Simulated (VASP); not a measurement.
The system is TiCo.

```xyz
4
Lattice="2.9861 0.0000 0.0000 0.0000 2.9861 0.0000 0.0000 0.0000 5.9722" Properties=species:S:1:pos:R:3 pbc="T T T"
Ti    0.0000    0.0000    0.0000
Ti    0.0000    0.0000    2.9861
Co    1.4931    1.4931    1.4931
Co    1.4931    1.4931    4.4792
```

Base run:

| Item | Value |
| --- | --- |
| Program | VASP 6.6.1 |
| Functional | PBE |
| Potentials or basis | VASP PAW PBE potentials, release 64 (Ti_sv, Co) |
| Cutoff | 520 eV |
| k mesh | 12 × 12 × 6 |
| Occupations | fermi-dirac, width 0.03 eV |
| Spin | no spin polarisation |

Its results: pressure -2.9 GPa.

Q: The run is repeated on the same cell with these changes: spin from no spin polarisation to collinear spin, ferromagnetic start; further incar settings from ALGO = Normal; EDIFF = 1e-06; NBANDS = 29 to ALGO = Normal; EDIFF = 1e-06; NBANDS = 33. What comes out?

A: Pressure -0.8 GPa; net moment 1.72 μB per cell; site moments Ti -0.02; Co +0.93 μB.
